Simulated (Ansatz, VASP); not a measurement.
CaSe in VASP and in Ansatz

File INCAR:

```
SYSTEM = CaSe
PREC = Accurate
ENCUT = 520
EDIFF = 1E-7
ISMEAR = 0
SIGMA = 0.05
LREAL = .False.
LASPH = .True.
NELM = 60
ALGO = Normal
ISIF = 2
LWAVE = .False.
LCHARG = .False.
GGA = PS
NBANDS = 15
```

Contents of KPOINTS:

```
regular mesh
0
Gamma
  8 8 8
  0 0 0
```

The input POSCAR:

```
CaSe
1.0
    0.0000000000      2.9560000000      2.9560000000
    2.9560000000      0.0000000000      2.9560000000
    2.9560000000      2.9560000000      0.0000000000
Ca Se
1 1
Direct
    0.0000000000      0.0000000000      0.0000000000
    0.4873139378      0.4873139378      0.5126860622
```

Input for Ansatz:

```yaml
crystal:
  lattice:
    - [0.0, 2.956, 2.956]
    - [2.956, 0.0, 2.956]
    - [2.956, 2.956, 0.0]
  atoms:
    - { symbol: Ca, position: [0.0, 0.0, 0.0] }
    - { symbol: Se, position: [0.4873139378, 0.4873139378, 0.5126860622] }
basis:
  ecutwfc: 420
kpoints:
  mp_grid: { grid: [8, 8, 8] }
hamiltonian:
  xc: pbesol
scf:
  occupations: { method: gaussian, width: 0.05 }
output:
  forces: true
  stress: true
  eigenvalues: true
```

Change from the starting cell: all Se atoms moved +0.075 Å, as atom 2 towards its neighbour atom 1 (Ca) at 2.956 Å.

Alike in both runs: task single point; functional PBEsol; k mesh 8 × 8 × 8; occupations gaussian, width 0.05 eV; no spin polarisation.

|  | VASP | Ansatz |
| --- | --- | --- |
| version | VASP 6.6.1 | Ansatz 0.2.0 |
| potentials or method | VASP PAW PBE potentials, release 64 (Ca_sv, Se), cutoff 520 eV | scalar-relativistic, plane waves, PAW |
| valence electrons in the cell | 16 | 26 |

```csv
,VASP,Ansatz,Ansatz less VASP
gap on the k mesh at the Fermi level (eV),1.93,1.95,+0.013
least direct gap on the mesh (eV),2.87,2.88,+0.011
pressure (GPa),-0.8,-1.0,-0.19
"traceless stress, the component that is largest in VASP (GPa)",0.25,0.24,-0.003
rms of the force components (eV/Å),0.132,0.130,-0.0022
```

VASP's potentials were made for PBE, not for PBEsol. Atom by atom the forces differ by 0.002 eV/Å (rms over components). The functional is the same, so the differences come from potentials, cutoffs and numerics. VASP's potentials hold 16 valence electrons a cell and Ansatz's 26, so a difference there can come from the potentials and not from the codes.
